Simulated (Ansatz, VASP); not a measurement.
## W: VASP beside Ansatz

INCAR

```
SYSTEM = W
PREC = Accurate
ENCUT = 520
EDIFF = 1E-6
ISMEAR = 0
SIGMA = 0.15
LREAL = .False.
LASPH = .True.
NELM = 100
ALGO = Fast
ISIF = 2
LWAVE = .False.
LCHARG = .False.
GGA = PE
NBANDS = 13
```

KPOINTS

```
Automatic mesh
0
Gamma
  24 24 24
  0 0 0
```

Contents of POSCAR:

```
W
1.0
   -1.4029090590      1.6033246389      1.6033246389
    1.6033246389     -1.4029090590      1.6033246389
    1.6033246389      1.6033246389     -1.4029090590
W
1
Direct
    0.0000000000      0.0000000000      0.0000000000
```

Input for Ansatz:

```yaml
crystal:
  lattice:
    - [-1.402909059, 1.6033246389, 1.6033246389]
    - [1.6033246389, -1.402909059, 1.6033246389]
    - [1.6033246389, 1.6033246389, -1.402909059]
  atoms:
    - { symbol: W, position: [0.0, 0.0, 0.0] }
basis:
  ecutwfc: 420
kpoints:
  mp_grid: { grid: [24, 24, 24] }
hamiltonian:
  xc: pbe
scf:
  occupations: { method: gaussian, width: 0.15 }
output:
  forces: true
  stress: true
  eigenvalues: true
```

Alike in both runs: task single point; functional PBE; k mesh 24 × 24 × 24; occupations gaussian, width 0.15 eV; no spin polarisation.

|  | VASP | Ansatz |
| --- | --- | --- |
| version | VASP 6.6.1 | Ansatz 0.2.0 |
| potentials or method | VASP PAW PBE potentials, release 64 (W_sv), cutoff 520 eV | scalar-relativistic, plane waves, PAW |
| valence electrons in the cell | 14 | 14 |

```tsv
	VASP	Ansatz	Ansatz less VASP
gap on the k mesh at the Fermi level (eV)	none	none	-
pressure (GPa)	3.9	3.3	-0.64
traceless stress, the component that is largest in VASP (GPa)	-12.86	-12.74	+0.122
```

A gap of «none» marks a metal or a gap that the smearing closes. With one functional, cell and mesh, what is left measures potentials, basis and numerics.

Spin-orbit coupling is off throughout.
